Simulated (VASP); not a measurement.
Runs of VASP 6.6.1 on InP. The structure is that of space group I-4m2 (No. 119), or close to it. The cells are those of the table. 

```csv
level,cell,k mesh,cutoff (eV),smearing,gap on the mesh (eV),pressure (GPa)
r2SCAN,"a = 4.282, b = 4.282, c = 4.385 Å, angles 59.2, 59.2, 61.6°, 2 atoms",8 × 8 × 8,520,fermi-dirac 0.02 eV,0.31,-5.4
PBE,"a = 4.069, b = 4.177 Å, angles 59.1, 61.8, 59.1°, 2 atoms",4 × 4 × 4,500,gaussian 0.01 eV,0.69,(c)
PBE,"a = 4.282, b = 4.282, c = 4.385 Å, angles 59.2, 59.2, 61.6°, 2 atoms",8 × 8 × 8,520,fermi-dirac 0.02 eV,(a),-3.6
PBE,"a = 4.069, b = 4.177 Å, angles 59.1, 61.8, 59.1°, 2 atoms",8 × 8 × 8,520,fermi-dirac 0.02 eV,0.71,(b)
r2SCAN,"a = 4.069, b = 4.177 Å, angles 59.1, 61.8, 59.1°, 2 atoms",8 × 8 × 8,520,gaussian 0.01 eV,1.17,3.9
```

Alike in all rows: task single point; potentials or basis VASP PAW PBE potentials, release 64 (In_d, P); no spin polarisation.

**Question.** Fill in the values left out.

**Answer.** (a) 0.08; (b) 5.6; (c) 5.8.

Caveats: some runs use coarse meshes; spin-orbit coupling is left out, which moves the levels of the heavy elements; the PAW data sets were made with another functional, which shifts forces and pressure a little (some runs).

A k mesh can miss the band edges, and the runs leave out spin-orbit coupling on In.
